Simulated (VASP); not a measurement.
InSb, 16 atoms in the cell. The cell holds a slab with vacuum, 16 atoms: a = 9.162 Å, b = 9.162 Å, c = 15.675 Å, α = 90.00°, β = 90.00°, γ = 60.00°. 

```yaml
Program: VASP 6.6.1
Task: single point
Functional: PBE
Potentials_or_basis: VASP PAW PBE potentials, release 64 (In_d, Sb)
Cutoff: 520 eV
k_mesh: 2 × 2 × 1
Occupations: fermi-dirac, width 0.15 eV
Spin: no spin polarisation
Dipole_correction: no
Further_INCAR_settings: LREAL = Auto; ALGO = Normal; EDIFF = 1e-06; NBANDS = 86
```

Potentials or basis: VASP PAW PBE potentials, release 64 (In_d, Sb).

The run is started by

```sh
$ cat potpaw_PBE.64/In_d/POTCAR potpaw_PBE.64/Sb/POTCAR > POTCAR
$ mpirun -np 1 vasp_std > vasp.out
```

Hardware: 1 thread of Intel(R) Xeon(R) Platinum 8259CL CPU @ 2.50GHz (Skylake/Cascade Lake) (shared host).

Question: How long does it take, and how much memory?

Answer: Run time: 12 min on 1 thread of Intel(R) Xeon(R) Platinum 8259CL CPU @ 2.50GHz (Skylake/Cascade Lake) (shared host), peak memory 1.1 GiB. Counts: scf iterations 22, k points 2.
